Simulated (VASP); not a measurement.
Set up this calculation in VASP 6.6.1, as the native input.

| Property | Result |
| --- | --- |
| Task | single point |
| Functional | PBEsol |
| Dispersion | D4 |
| Potentials or basis | VASP PAW PBE potentials, release 64 (Si, O) |
| Cutoff | 520 eV |
| k mesh | 9 × 9 × 9 |
| Occupations | fermi-dirac, width 0.05 eV |
| Spin | no spin polarisation |
| Dipole correction | no |
| Further INCAR settings | ALGO = Normal; EDIFF = 1e-07; NBANDS = 12 |

The structure of SiO lies in POSCAR:

```
SiO
1.0
    2.7622751850      0.0000000000      0.0000000000
    0.0000000000      2.7622751850      0.0000000000
    0.0000000000      0.0000000000      2.7622751850
Si O
1 1
Direct
    0.0000000000      0.0000000000      0.0000000000
    0.5000000000      0.5000000000      0.5000000000
```

The input as run:

INCAR

```
SYSTEM = SiO
ALGO = Normal
EDIFF = 1E-7
ENCUT = 520
GGA = PS
ISIF = 2
ISMEAR = -1
IVDW = 13
LASPH = .True.
LCHARG = .False.
LREAL = .False.
LWAVE = .False.
NBANDS = 12
NELM = 100
PREC = Accurate
SIGMA = 0.05
```

KPOINTS

```
k-points
0
Gamma
  9 9 9
  0 0 0
```

Potentials or basis: VASP PAW PBE potentials, release 64 (Si, O).

Launch:

```console
$ cat potpaw_PBE.64/Si/POTCAR potpaw_PBE.64/O/POTCAR > POTCAR
$ mpirun -np 1 vasp_std > vasp.out
```

Results of the run:

The pressure is 0.0 GPa, the band gap on the k mesh is zero (band 5 reaches 8.83 eV, above the bottom of band 6 at 8.02 eV) and the dispersion energy per atom is -0.163 eV.

Caveat: the PAW data sets were made with another functional, which shifts forces and pressure a little; pairwise dispersion overbinds metals, which lowers pressure and volume.

Run time: 20 s on 1 thread of AMD EPYC 7R13, with other jobs on the host, peak memory 0.1 GiB.
